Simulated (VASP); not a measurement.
# CsO2 (Cmmm) in VASP: further runs

The runs below take CsO2 through single point, relaxation of cell and atoms, with LDA.

All numbers are computed with VASP 6.6.1; they aren't measurements. Logs are shortened: lines on timing, memory, paths and dates and some standing lists are left out, and cuts for length are marked.

### Step 1. The cell of the first run

It takes space group Cmmm (No. 65, orthorhombic). The conventional cell has a = 4.698 Å, b = 6.158 Å, c = 3.713 Å, α = 90.00°, β = 90.00°, γ = 90.00°. Within 4.0 Å of Cs (site symmetry mmm) lie 12 O at 3.05 to 3.07 Å and 6 Cs at 3.71 to 3.87 Å. Within 1.8 Å of O (site symmetry m2m) lie 1 O at 1.32 Å.

### Step 2. Single point, LDA

Contents of INCAR:

```
PREC     = Accurate       # precision mode
ENCUT    = 520            # plane-wave cutoff, eV
EDIFF    = 1E-6           # SCF threshold, eV
ISMEAR   = -1             # smearing method
SIGMA    = 0.1            # smearing width, eV
LREAL    = F              # projectors in reciprocal space
LASPH    = T              # aspherical terms in the spheres
NELM     = 100            # most SCF steps
ALGO     = Normal         # electronic algorithm
ISIF     = 2              # what is computed and relaxed
LWAVE    = F              # write WAVECAR
LCHARG   = F              # write CHGCAR
NBANDS   = 18             # bands
```

Contents of KPOINTS:

```
regular mesh
0
Gamma
  7 7 6
```

Contents of POSCAR:

```
CsO2
1.0
    2.3489671305     -3.0790787477      0.0000000000
    2.3489671305      3.0790787477      0.0000000000
    0.0000000000      0.0000000000      3.7132200931
Cs O
1 2
Direct
    0.5000000000      0.5000000000      0.0000000000
    0.1070060928      0.8929939072      0.5000000000
    0.8929939072      0.1070060928      0.5000000000
```

Potentials or basis: VASP PAW LDA potentials, release 64 (Cs_sv, O).

Run with:

```bash
cat potpaw_LDA.64/Cs_sv/POTCAR potpaw_LDA.64/O/POTCAR > POTCAR
mpirun -np 1 vasp_std > vasp.out
```

OUTCAR:

```text
PREC = Accurate
   ENCUT = 520
   EDIFF = 1E-6
   ISMEAR = -1
   LREAL = F
   LASPH = T
   NELM = 100
   ISIF = 2

 ion  position               nearest neighbor table
   1  0.500  0.500  0.000-
   2  0.107  0.893  0.500-   3 1.32
   3  0.893  0.107  0.500-   2 1.32

  LATTYP: Found a base centered orthorhombic cell.
 ALAT       =     4.6979342610
 B/A-ratio  =     1.3108224069
 C/A-ratio  =     0.7903942215

  Lattice vectors:

 A1 = (   2.3489671305,  -3.0790787477,   0.0000000000)
 A2 = (   2.3489671305,   3.0790787477,   0.0000000000)
 A3 = (   0.0000000000,   0.0000000000,   3.7132200931)

Analysis of symmetry for initial positions (statically):
=====================================================================
 Subroutine PRICEL returns:
 Original cell was already a primitive cell.

 Routine SETGRP: Setting up the symmetry group for a
 base centered orthorhombic supercell.

 Subroutine GETGRP returns: Found  8 space group operations
 (whereof  8 operations were pure point group operations)
 out of a pool of  8 trial point group operations.

The static configuration has the point symmetry D_2h.

Analysis of symmetry for dynamics (positions and initial velocities):
=====================================================================
 Subroutine PRICEL returns:
 Original cell was already a primitive cell.

 Routine SETGRP: Setting up the symmetry group for a
 base centered orthorhombic supercell.

 Subroutine GETGRP returns: Found  8 space group operations
 (whereof  8 operations were pure point group operations)
 out of a pool of  8 trial point group operations.

The dynamic configuration has the point symmetry D_2h.

 Subroutine INISYM returns: Found  8 space group operations
 (whereof  8 operations are pure point group operations),
 and found     1 'primitive' translations

----------------------------------------------------------------------------------------

                                     Primitive cell

  volume of cell :      53.7129

  direct lattice vectors                    reciprocal lattice vectors
     2.348967131 -3.079078748  0.000000000     0.212859513 -0.162386233  0.000000000
     2.348967131  3.079078748  0.000000000     0.212859513  0.162386233  0.000000000
     0.000000000  0.000000000  3.713220093     0.000000000  0.000000000  0.269308033

  length of vectors
     3.872773233  3.872773233  3.713220093     0.267728335  0.267728335  0.269308033

  position of ions in fractional coordinates (direct lattice)
     0.500000000  0.500000000  0.000000000
     0.107006093  0.892993907  0.500000000
     0.892993907  0.107006093  0.500000000

  ion indices of the primitive-cell ions
   primitive index   ion index
                 1           1
                 2           2
                 3           3

----------------------------------------------------------------------------------------

 KPOINTS: regular mesh

Automatic generation of k-mesh.
 Grid dimensions read from file:
 generate k-points for:    7    7    6

 Generating k-lattice:

  Cartesian coordinates                     Fractional coordinates (reciprocal lattice)
     0.030408502 -0.023198033  0.000000000     0.142857143 -0.000000000  0.000000000
     0.030408502  0.023198033  0.000000000    -0.000000000  0.142857143  0.000000000
     0.000000000  0.000000000  0.044884672     0.000000000  0.000000000  0.166666667

  Length of vectors
     0.038246905  0.038246905  0.044884672

  Shift w.r.t. Gamma in fractional coordinates (k-lattice)
     0.000000000  0.000000000  0.000000000

 Subroutine IBZKPT returns following result:
 ===========================================

 Found     64 irreducible k-points:

 Following reciprocal coordinates:
            Coordinates               Weight
  0.000000  0.000000  0.000000      1.000000
  0.142857 -0.000000  0.000000      4.000000
  0.285714  0.000000  0.000000      4.000000
  0.428571  0.000000  0.000000      4.000000
  0.142857  0.142857  0.000000      2.000000
  0.285714  0.142857  0.000000      4.000000
[... 16 lines left out ...]
  0.428571  0.142857  0.166667      8.000000
 -0.428571  0.142857  0.166667      8.000000
 [... further k-points ...]
   k-points           NKPTS =     64   k-points in BZ     NKDIM =     64   number of bands    NBANDS=     18
   number of dos      NEDOS =    301   number of ions     NIONS =      3
   total plane-waves  NPLWV =  25200
   dimension x,y,z NGX =    30 NGY =   30 NGZ =   28
   dimension x,y,z NGXF=    60 NGYF=   60 NGZF=   56
   ions per type =               1   2
   NGX,Y,Z   is equivalent  to a cutoff of  12.88, 12.88, 12.54 a.u.
   NGXF,Y,Z  is equivalent  to a cutoff of  25.76, 25.76, 25.07 a.u.
 SYSTEM =  unknown system
   PREC   = accura    normal or accurate (medium, high low for compatibility)
   ISTART =      0    job   : 0-new  1-cont  2-samecut
   ICHARG =      2    charge: 1-file 2-atom 10-const
   ISPIN  =      1    spin polarized calculation?
   LNONCOLLINEAR =      F non collinear calculations
   LSORBIT =      F    spin-orbit coupling
   LASPH  =      T    aspherical Exc in radial PAW
   ENCUT  =  520.0 eV  38.22 Ry    6.18 a.u.   7.20  7.20  6.90*2*pi/ulx,y,z
   NELM   =    100;   NELMIN=  2; NELMDL= -5     # of ELM steps
   EDIFF  = 0.1E-05   stopping-criterion for ELM
   LREAL  =      F    real-space projection
   EDIFFG = 0.1E-04   stopping-criterion for IOM
   NSW    =      0    number of steps for IOM
   IBRION =     -1    ionic relax: 0-MD 1-quasi-New 2-CG
   NFREE  =      0    steps in history (QN), initial steepest desc. (CG)
   ISIF   =      2    stress and relaxation
   ISYM   =      2    0-nonsym 1-usesym 2-fastsym
   POTIM  = 0.5000    time-step for ionic-motion
   TEBEG  =    0.0;   TEEND  =   0.0 temperature during run
   PSTRESS=    0.0 pullay stress
   NELECT =      21.0000    total number of electrons
   NUPDOWN=      -1.0000    fix difference up-down
   EMIN   =  10.00;   EMAX   =-10.00  energy-range for DOS
   EFERMI =   0.00;   METHOD = LEGACY
   ISMEAR =    -1;   SIGMA  =   0.10  broadening in eV -4-tet -1-fermi 0-gaus
   EFERMI_NEDOS =   21; number of points for ismear=-14 and -15
   IALGO  =     38    algorithm
   IMIX   =      4    mixing-type and parameters
     AMIX     =   0.40;   BMIX     =  1.00
     AMIX_MAG =   1.60;   BMIX_MAG =  1.00
  volume/ion in A,a.u.               =      17.90       120.82
  Fermi-wavevector in a.u.,A,eV,Ry     =   1.197076  2.262146 19.497031  1.432991
  Thomas-Fermi vector in A             =   2.333000
   LORBIT       =      0    0 simple, 1 ext, 2 COOP (PROOUT), +10 PAW based schemes
   GGA     = CA    functional components
   LHFCALC =     F    Hartree Fock is set to
   AEXX    =    0.0000 exact exchange contribution
   IVDW    =     0    specifies the selected vdW correction
   LEPSILON=     F    determine dielectric tensor
   LRPA    =     F    only Hartree local field effects (RPA)
 non-spin polarized calculation
  energy-cutoff  :      520.00
  volume of cell :       53.71
 maximum number of plane-waves:      1466
 NGX is ok and might be reduce to    30
   NGX = 15   NGY = 15   NGZ = 13

 number of electron      20.9999999 magnetization

 Free energy of the ion-electron system (eV)
  ---------------------------------------------------
  ext. energy  EPLUGINS =         0.00000000
  ---------------------------------------------------
  free energy    TOTEN  =       -14.92995003 eV

  energy without entropy =      -14.81152990  energy(sigma->0) =      -14.87073997

 E-fermi :   2.1063     XC(G=0): -10.0483

 val. band max:        2.0993803580   @ k =   0.2857   0.2857   0.3333
 cond. band min:       2.1146730641   @ k =  -0.1429   0.1429   0.1667
 fundamental gap:      0.0152927061
 Fermi energy:         2.1063438343

 k-point     1 :       0.0000    0.0000    0.0000
  band No.  band energies     occupation
      1     -21.6413      2.00000
      2     -18.4528      2.00000
      3     -11.3775      2.00000
      4      -5.5555      2.00000
      5      -5.2925      2.00000
      6      -4.8737      2.00000
[... 10 lines left out ...]
     17      11.8370      0.00000
     18      12.9526      0.00000

 k-point     2 :       0.1429   -0.0000    0.0000
  band No.  band energies     occupation
      1     -21.6144      2.00000
      2     -18.4609      2.00000
      3     -11.4273      2.00000
      4      -5.6320      2.00000
      5      -5.2331      2.00000
      6      -5.1875      2.00000
[... 10 lines left out ...]
     17      11.8063      0.00000
     18      12.5744      0.00000

 k-point     3 :       0.2857    0.0000    0.0000
  band No.  band energies     occupation
      1     -21.5525      2.00000
      2     -18.4810      2.00000
      3     -11.5346      2.00000
      4      -6.1365      2.00000
      5      -5.1695      2.00000
      6      -4.9007      2.00000
[... 10 lines left out ...]
     17      11.4504      0.00000
     18      12.4550      0.00000

 k-point     4 :       0.4286    0.0000    0.0000
  band No.  band energies     occupation
      1     -21.5009      2.00000
      2     -18.4993      2.00000
      3     -11.6159      2.00000
      4      -6.5288      2.00000
      5      -4.9103      2.00000
      6      -4.5620      2.00000
[... 375 lines left out ...]
      4      -5.9427      2.00000
      5      -5.6773      2.00000
      6      -4.9213      2.00000
[... 10 lines left out ...]
     17      11.8175      0.00000
     18      11.9366      0.00000

 k-point    23 :       0.4286    0.1429    0.1667
  band No.  band energies     occupation
      1     -21.4757      2.00000
      2     -18.4217      2.00000
      3     -11.7286      2.00000
      4      -6.4176      2.00000
      5      -5.2975      2.00000
      6      -5.0627      2.00000
[... 10 lines left out ...]
     17      11.5246      0.00000
     18      12.8619      0.00000

 k-point    24 :      -0.4286    0.1429    0.1667
  band No.  band energies     occupation
      1     -21.4876      2.00000
      2     -18.4054      2.00000
      3     -11.7035      2.00000
      4      -6.5048      2.00000
      5      -5.3887      2.00000
      6      -4.9543      2.00000
[... 10 lines left out ...]
     17      11.2687      0.00000
     18      12.9926      0.00000

 [... further k-points ...]

------------------------ aborting loop because EDIFF is reached ----------------------------------------

  FORCE on cell =-STRESS in cart. coord.  units (eV):
  Direction    XX          YY          ZZ          XY          YZ          ZX
  --------------------------------------------------------------------------------------
  -------------------------------------------------------------------------------------
  Total        0.0679701      0.9389299      0.0445933     -0.0000000      0.0000000      0.0000000
  in kB        2.0274500     28.0069184      1.3301535     -0.0000000      0.0000000      0.0000000
  external PRESSURE =      10.4548406 kB  Pullay stress =       0.0000000 kB

 VOLUME and BASIS-vectors are now :
 -----------------------------------------------------------------------------
  energy-cutoff  :      520.00
  volume of cell :       53.71
      direct lattice vectors                 reciprocal lattice vectors
     2.348967131 -3.079078748  0.000000000     0.212859513 -0.162386233  0.000000000
     2.348967131  3.079078748  0.000000000     0.212859513  0.162386233  0.000000000
     0.000000000  0.000000000  3.713220093     0.000000000  0.000000000  0.269308033

 POSITION                                       TOTAL-FORCE (eV/Angst)
 -----------------------------------------------------------------------------------
      2.34897      0.00000      0.00000        -0.000000     -0.000000      0.000000
      2.34897      2.42012      1.85661         0.000000     -0.701048      0.000000
      2.34897     -2.42012      1.85661         0.000000      0.701048      0.000000
 -----------------------------------------------------------------------------------
    total drift:                               -0.000000     -0.000000     -0.000000

  FREE ENERGIE OF THE ION-ELECTRON SYSTEM (eV)
  ---------------------------------------------------
  free  energy   TOTEN  =       -14.9299500318 eV

  energy  without entropy=      -14.8115299015  energy(sigma->0) =      -14.87073997
```

Wall time 30 s (1 thread of Intel Xeon Platinum 8488C (Sapphire Rapids), shared host); peak memory 0.18 GiB.

Results:

| Property | Result |
| --- | --- |
| Free energy | -14.9300 eV |
| Pressure | 1.0 GPa |
| Largest force | 0.701 eV/Å |

Forces in eV/Å, atoms in the order of the input:
```
Cs   0.000  0.000  0.000
O    0.000 -0.701  0.000
O    0.000  0.701  0.000
```

Stress tensor (GPa, compression positive):
```
0.20 0.00 0.00
0.00 2.80 0.00
0.00 0.00 0.13
```

Caveat: spin-orbit coupling is left out, which moves the levels of the heavy elements; an odd number of electrons without spin polarisation forces a metal; a magnetic or distorted state may lie lower.

### Step 3. Relaxation of cell and atoms, LDA

This run uses another cell than the first one, of 20.94 Å³/atom, 1.169 times its volume.

Contents of INCAR:

```
ALGO     = Normal         # electronic algorithm
EDIFF    = 1E-6           # SCF threshold, eV
EDIFFG   = -0.01          # ionic threshold
ENCUT    = 600            # plane-wave cutoff, eV
GGA      = CA             # functional
IBRION   = 2              # ionic algorithm
ISIF     = 3              # what is computed and relaxed
ISMEAR   = -1             # smearing method
LASPH    = T              # aspherical terms in the spheres
LCHARG   = F              # write CHGCAR
LREAL    = F              # projectors in reciprocal space
LWAVE    = F              # write WAVECAR
NELM     = 100            # most SCF steps
NSW      = 80             # ionic steps
PREC     = Accurate       # precision mode
SIGMA    = 0.1            # smearing width, eV
```

Contents of KPOINTS:

```
k-points
0
Gamma
  7 7 6
```

Contents of POSCAR:

```
CsO2
1.0
    2.3968710000     -3.2692550000      0.0000000000
    2.3968710000      3.2692550000      0.0000000000
    0.0000000000      0.0000000000      4.0077150000
Cs O
1 2
Direct
    0.5000000000      0.5000000000      0.0000000000
    0.1030810000      0.8969190000      0.5000000000
    0.8969190000      0.1030810000      0.5000000000
```

Potentials or basis: VASP PAW LDA potentials, release 64 (Cs_sv, O).

Run with:

```bash
cat potpaw_LDA.64/Cs_sv/POTCAR potpaw_LDA.64/O/POTCAR > POTCAR
mpirun -np 1 vasp_std > vasp.out
```

Wall time 6.1 min (1 thread of Intel Xeon Platinum 8488C (Sapphire Rapids), shared host); peak memory 0.22 GiB.

It converged, with:

| Quantity | Value |
| --- | --- |
| Free energy | -14.9566 eV |
| Relaxed volume | 17.90 Å³/atom |
| Relaxed cell | a = 3.868 Å, b = 3.868 Å, c = 3.719 Å, α = 90.00°, β = 90.00°, γ = 105.20° |
| Space group after relaxing (to 0.05 Å) | Cmmm (No. 65) |
| Energy gained by relaxing | 44.5 meV/atom |
| Ionic steps | 33 |
| Pressure after relaxing | 0.1 GPa |
| Largest force after relaxing | 0.004 eV/Å |

Forces in eV/Å, atoms in the order of the input:
```
Cs   0.000  0.000  0.000
O    0.000  0.004  0.000
O    0.000 -0.004  0.000
```

Step by step:
```csv
step,energy change (eV),largest force (eV/Å),pressure (GPa),volume (Å³)
1,0.0000,0.3800,-4.15,62.81
2,0.0030,3.2859,1.38,58.01
3,-0.0385,1.2455,-1.72,60.33
4,-0.0848,0.9099,-1.24,58.10
5,-0.1243,0.3137,0.38,54.00
6,-0.1244,0.2898,0.47,53.84
7,-0.1257,0.1341,-0.36,54.25
8,-0.1258,0.0368,-0.16,54.15
9,-0.1271,0.0090,-0.22,54.24
10,-0.1296,0.0784,-0.35,54.51
11,-0.1290,0.2577,-0.51,55.02
12,-0.1302,0.1537,-0.42,54.72
13,-0.1311,0.0637,-0.66,54.67
14,-0.1312,0.1088,-0.71,54.66
15,-0.1321,0.0692,-0.53,54.46
16,-0.1328,0.0234,-0.33,54.24
17,-0.1328,0.0713,0.07,53.80
18,-0.1330,0.0232,-0.17,54.03
19,-0.1330,0.0265,-0.14,54.02
20,-0.1331,0.0261,-0.15,53.95
21,-0.1331,0.0587,-0.16,53.90
22,-0.1332,0.0375,-0.08,53.83
23,-0.1333,0.0006,0.05,53.71
24,-0.1333,0.0108,0.04,53.70
25,-0.1333,0.0421,0.04,53.67
26,-0.1334,0.0320,0.05,53.67
27,-0.1334,0.0020,0.09,53.66
28,-0.1334,0.0585,0.19,53.64
29,-0.1334,0.0146,0.11,53.66
30,-0.1334,0.0058,0.09,53.67
31,-0.1334,0.0167,0.03,53.71
32,-0.1334,0.0138,0.05,53.71
33,-0.1334,0.0038,0.07,53.69
```

Final structure:
```cif
data_structure
_symmetry_space_group_name_H-M 'P 1'
_symmetry_Int_Tables_number 1
_cell_length_a 3.8676
_cell_length_b 3.8676
_cell_length_c 3.7194
_cell_angle_alpha 90.000
_cell_angle_beta 90.000
_cell_angle_gamma 105.200
_cell_volume 53.69
loop_
_atom_site_label
_atom_site_type_symbol
_atom_site_fract_x
_atom_site_fract_y
_atom_site_fract_z
_atom_site_occupancy
Cs1 Cs 0.50000 0.50000 0.00000 1
O1 O 0.10848 0.89152 0.50000 1
O2 O 0.89152 0.10848 0.50000 1
```

Levels at points of the mesh, in eV from the Fermi level:
| k point | band 9 | band 10 | band 11 | band 12 | band 13 | band 14 |
| --- | --- | --- | --- | --- | --- | --- |
| (0.00, 0.00, 0.00) | -4.20 | -1.34 | 0.17 | 3.62 | 5.71 | 6.16 |
| (0.00, 0.00, 0.50) | -5.28 | -0.99 | -0.12 | 5.27 | 5.34 | 5.75 |

Caveat: spin-orbit coupling is left out, which moves the levels of the heavy elements; an odd number of electrons without spin polarisation forces a metal; a magnetic or distorted state may lie lower.
